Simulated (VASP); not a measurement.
# Rh (P6_3/mmc) in VASP: notebook, part 2 of 2

VASP 6.6.1. Earlier steps stand in the parts before.

### 3 Single point, PBE+U

INCAR

```
ALGO     = Normal         # electronic algorithm
EDIFF    = 1E-7           # SCF threshold, eV
ENCUT    = 520            # plane-wave cutoff, eV
GGA      = PE             # functional
ISIF     = 2              # what is computed and relaxed
ISMEAR   = 0              # smearing method
LASPH    = True           # aspherical terms in the spheres
LCHARG   = False          # write CHGCAR
LDAU     = True           # DFT+U
LDAUJ    = 0            
LDAUL    = 2              # shell
LDAUPRINT= 1            
LDAUTYPE = 2            
LDAUU    = 4.3            # U, eV
LMAXMIX  = 4              # l up to which the mixer works
LREAL    = False          # projectors in reciprocal space
LWAVE    = False          # write WAVECAR
NBANDS   = 22             # bands
NELECT   = 28.0         
NELM     = 150            # most SCF steps
PREC     = Accurate       # precision mode
SIGMA    = 0.1            # smearing width, eV
```

KPOINTS

```
k-points
0
Gamma
  3 3 2
```

POSCAR

```
Rh
1.0
    2.7309790422      0.0000000000      0.0000000000
   -1.3654895211      2.3650972278      0.0000000000
    0.0000000000      0.0000000000      4.4284890000
Rh
2
Direct
    0.6666666667      0.3333333333      0.7500000000
    0.3333333333      0.6666666667      0.2500000000
```

Potentials or basis: VASP PAW PBE potentials, release 64 (Rh_pv).

Run with:

```console
$ cat potpaw_PBE.64/Rh_pv/POTCAR > POTCAR
$ mpirun -np 1 vasp_std > vasp.out
```

OUTCAR:

```text
EDIFF = 1E-7
   ENCUT = 520
   GGA = PE
   ISIF = 2
   ISMEAR = 0
   LASPH = True
   LREAL = False
   NELECT = 28.0
   NELM = 150
   PREC = Accurate

 ion  position               nearest neighbor table
   1  0.667  0.333  0.750-   2 2.72   2 2.72   2 2.72   2 2.72   2 2.72   2 2.72
   2  0.333  0.667  0.250-   1 2.72   1 2.72   1 2.72   1 2.72   1 2.72   1 2.72

  LATTYP: Found a hexagonal cell.
 ALAT       =     2.7309790422
 C/A-ratio  =     1.6215756077

[... 388 lines left out ...]
     22      21.3171      0.00000

------------------------ aborting loop because EDIFF is reached ----------------------------------------

  FORCE on cell =-STRESS in cart. coord.  units (eV):
  Direction    XX          YY          ZZ          XY          YZ          ZX
  --------------------------------------------------------------------------------------
  -------------------------------------------------------------------------------------
  Total      -31.9925664    -31.9925664    -38.6535397      0.0000000     -0.0000000      0.0000000
  in kB    -1791.9947213  -1791.9947214  -2165.0947953      0.0000000     -0.0000000      0.0000000
  external PRESSURE =   -1916.3614127 kB  Pullay stress =       0.0000000 kB

 VOLUME and BASIS-vectors are now :
 -----------------------------------------------------------------------------
  energy-cutoff  :      520.00
  volume of cell :       28.60
      direct lattice vectors                 reciprocal lattice vectors
     2.730979042  0.000000000  0.000000000     0.366169049  0.211407799  0.000000000
    -1.365489521  2.365097228  0.000000000     0.000000000  0.422815599  0.000000000
     0.000000000  0.000000000  4.428489000     0.000000000  0.000000000  0.225810655

 POSITION                                       TOTAL-FORCE (eV/Angst)
 -----------------------------------------------------------------------------------
      1.36549      0.78837      3.32137        -0.000000     -0.000000      0.000000
     -0.00000      1.57673      1.10712         0.000000      0.000000      0.000000
 -----------------------------------------------------------------------------------
    total drift:                               -0.000000      0.000000     -0.000000

  FREE ENERGIE OF THE ION-ELECTRON SYSTEM (eV)
  ---------------------------------------------------
  free  energy   TOTEN  =       -25.0149331791 eV

  energy  without entropy=      -24.9907954009  energy(sigma->0) =      -25.00286429
```

OSZICAR:

```text
N       E                     dE             d eps       ncg     rms          rms(c)
DAV:   1     0.282524798611E+03    0.28252E+03   -0.17552E+04   264   0.145E+03
DAV:   2    -0.215573891272E+02   -0.30408E+03   -0.29530E+03   300   0.435E+02
DAV:   3    -0.279278565743E+02   -0.63705E+01   -0.63321E+01   300   0.713E+01
DAV:   4    -0.279713523536E+02   -0.43496E-01   -0.43491E-01   290   0.595E+00
DAV:   5    -0.279720533383E+02   -0.70098E-03   -0.70098E-03   306   0.750E-01    0.160E+01
DAV:   6    -0.249916145164E+02    0.29804E+01   -0.11063E+01   282   0.329E+01    0.239E+00
DAV:   7    -0.250050003974E+02   -0.13386E-01   -0.74677E-02   264   0.267E+00    0.130E+00
DAV:   8    -0.250144177803E+02   -0.94174E-02   -0.14387E-02   290   0.101E+00    0.259E-01
DAV:   9    -0.250148921576E+02   -0.47438E-03   -0.13315E-03   294   0.324E-01    0.748E-02
DAV:  10    -0.250149122285E+02   -0.20071E-04   -0.63495E-05   276   0.588E-02    0.228E-02
DAV:  11    -0.250149192111E+02   -0.69826E-05   -0.53285E-06   322   0.142E-02    0.162E-02
DAV:  12    -0.250149285687E+02   -0.93576E-05   -0.26628E-05   300   0.331E-02    0.463E-03
DAV:  13    -0.250149315169E+02   -0.29482E-05   -0.70469E-06   340   0.145E-02    0.285E-03
DAV:  14    -0.250149332206E+02   -0.17037E-05   -0.10537E-05   312   0.182E-02    0.767E-04
DAV:  15    -0.250149331791E+02    0.41469E-07   -0.18709E-07   198   0.337E-03
   1 F= -.25014933E+02 E0= -.25002864E+02  d E =-.241378E-01
```

stdout:

```text
POSCAR found type information on POSCAR Rh
 POSCAR found :  1 types and       2 ions
 scaLAPACK will be used
 LDA part: xc-table for (Slater+PW92), standard interpolation
 POSCAR, INCAR and KPOINTS ok, starting setup
 FFT: planning ... GRIDC
 FFT: planning ... GRID_SOFT
 FFT: planning ... GRID
 WAVECAR not read
 entering main loop
 the old and the new charge density differ
 old charge density:    30.00000 new   28.00000
    0.160E+01
```

Wall time 4.3 s (1 thread of AMD EPYC 9R45 (Zen 5), shared host); peak memory 0.1 GiB.

Results:

| Quantity | Value |
| --- | --- |
| Free energy | -25.0149 eV |

Eigenvalues of the final occupation matrices:
| site | spin | trace | eigenvalues |
| --- | --- | --- | --- |
| site 1 d | 1 | 3.26 | 0.63 0.63 0.67 0.67 0.67 |
| site 1 d | 2 | 3.26 | 0.63 0.63 0.67 0.67 0.67 |
| site 2 d | 1 | 3.26 | 0.63 0.63 0.67 0.67 0.67 |
| site 2 d | 2 | 3.26 | 0.63 0.63 0.67 0.67 0.67 |

Caveat: the k points lie up to 0.89 Å⁻¹ apart; the cell carries a net charge on a neutralising background, which shifts energy and pressure; the cell is charged against a uniform background, so pressure and absolute levels hang on convention; U without spin polarisation on a metal has little footing; the U is typed as a test and isn't derived for this compound.

### 4 Single point, PBE

INCAR

```
ALGO = Normal ; EDIFF = 1E-6
ENCUT = 520 ; GGA = PE
ISIF = 2 ; ISMEAR = 0
LASPH = T ; LCHARG = F
LREAL = F ; LWAVE = F
NBANDS = 22 ; NELM = 80
PREC = Accurate ; SIGMA = 0.1
```

KPOINTS

```
k-points
0
Gamma
  6 6 4
```

POSCAR

```
Rh
1.0
    2.7309790422      0.0000000000      0.0000000000
   -1.3654895211      2.3650972278      0.0000000000
    0.0000000000      0.0000000000      4.4284890000
Rh
2
Direct
    0.6666666700      0.3333333300      0.7500000000
    0.3333333300      0.6666666700      0.2500000000
```

Run with:

```console
$ cat potpaw_PBE.64/Rh_pv/POTCAR > POTCAR
$ mpirun -np 1 vasp_std > vasp.out
```

Run time: 6.7 s. Hardware: 1 thread of AMD EPYC 9R45 (Zen 5), shared host; peak memory 0.1 GiB.

It converged, with:

| Property | Result |
| --- | --- |
| Free energy | -14.4169 eV |
| Pressure | -3.4 GPa |
| Band gap on the k mesh | zero (band 15 reaches 11.88 eV, above the bottom of band 16 at 9.59 eV) |

Stress tensor (GPa, compression positive):
```
-1.67  0.00  0.00
 0.00 -1.67  0.00
 0.00  0.00 -6.98
```

Levels at points of the mesh, in eV from the Fermi level:
```tsv
k point	band 11	band 12	band 13	band 14	band 15	band 16	band 17	band 18	band 19	band 20
(0.00, 0.00, 0.00)	-2.72	-2.24	-2.24	-1.69	-1.69	0.22	0.22	0.84	8.31	16.01
(0.50, 0.00, 0.00)	-2.47	-2.02	-1.92	0.53	0.66	0.82	3.03	5.07	10.18	10.58
(0.00, 0.00, 0.50)	-2.83	-2.83	-2.83	-2.83	-0.32	-0.32	-0.32	-0.32	14.75	14.75
(0.50, 0.00, 0.50)	-1.47	-1.47	-0.18	-0.18	0.70	0.70	2.74	2.74	9.08	9.08
```

Caveat: the k points lie up to 0.44 Å⁻¹ apart.
